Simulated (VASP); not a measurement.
Set up this calculation in VASP 6.6.1, as the native input.

- Task: single point
- Functional: r2SCAN
- Potentials or basis: VASP PAW PBE potentials, release 64 (Ga_d, N_h)
- Cutoff: 910 eV
- k mesh: 8 × 8 × 8
- Occupations: gaussian, width 0.01 eV
- Spin: no spin polarisation
- Dipole correction: no
- Further INCAR settings: ALGO = Normal; EDIFF = 1e-06; NBANDS = 16

GaN:

```
CELL_PARAMETERS angstrom
0.00000 2.12939 2.12939
2.12939 0.00000 2.12939
2.12939 2.12939 0.00000
ATOMIC_POSITIONS crystal
Ga 0.50000 0.50000 0.50000
N 0.00000 0.00000 0.00000
```

One way to write it, as run:

POSCAR

```
GaN
1.0
    0.0000000000      2.1293931136      2.1293931136
    2.1293931136      0.0000000000      2.1293931136
    2.1293931136      2.1293931136      0.0000000000
Ga N
1 1
Direct
    0.5000000000      0.5000000000      0.5000000000
    0.0000000000      0.0000000000      0.0000000000
```

INCAR.step1

```
SYSTEM = GaN
PREC = Accurate ; ENCUT = 910
ISMEAR = 0 ; SIGMA = 0.01
LREAL = .False. ; LASPH = .True.
NELM = 120 ; NBANDS = 16
GGA = PE ; ALGO = Normal
EDIFF = 1E-5 ; LWAVE = .True.
LCHARG = .False. ; GGA_COMPAT = .False.
```

INCAR.step2

```
SYSTEM = GaN
PREC = Accurate ; ENCUT = 910
EDIFF = 1E-6 ; ISMEAR = 0
SIGMA = 0.01 ; LREAL = .False.
LASPH = .True. ; NELM = 120
ALGO = Normal ; ISIF = 2
LWAVE = .False. ; LCHARG = .True.
METAGGA = R2SCAN ; LMIXTAU = .True.
LELF = .True. ; LVHAR = .True.
NBANDS = 16 ; ISTART = 1
GGA_COMPAT = .False.
```

KPOINTS

```
Automatic mesh
0
Gamma
  8 8 8
  0 0 0
```

Potentials or basis: VASP PAW PBE potentials, release 64 (Ga_d, N_h).

Run with:

```bash
$ cat potpaw_PBE.64/Ga_d/POTCAR potpaw_PBE.64/N_h/POTCAR > POTCAR
$ cp INCAR.step1 INCAR
$ mpirun -np 1 vasp_std > vasp.out
$ cp INCAR.step2 INCAR
$ mpirun -np 1 vasp_std > vasp.out
```

It gave:

```yaml
Pressure: -6.0 GPa
Band_gap_on_the_k_mesh: 0.97 eV (least direct gap 3.02 eV)
```

Caveat: the cell stands under tension; the PAW data sets were made with another functional, which shifts forces and pressure a little.

Wall time 84 s on 1 thread of Intel(R) Xeon(R) Platinum 8375C CPU @ 2.90GHz (Ice Lake) (shared host), peak memory 0.19 GiB.
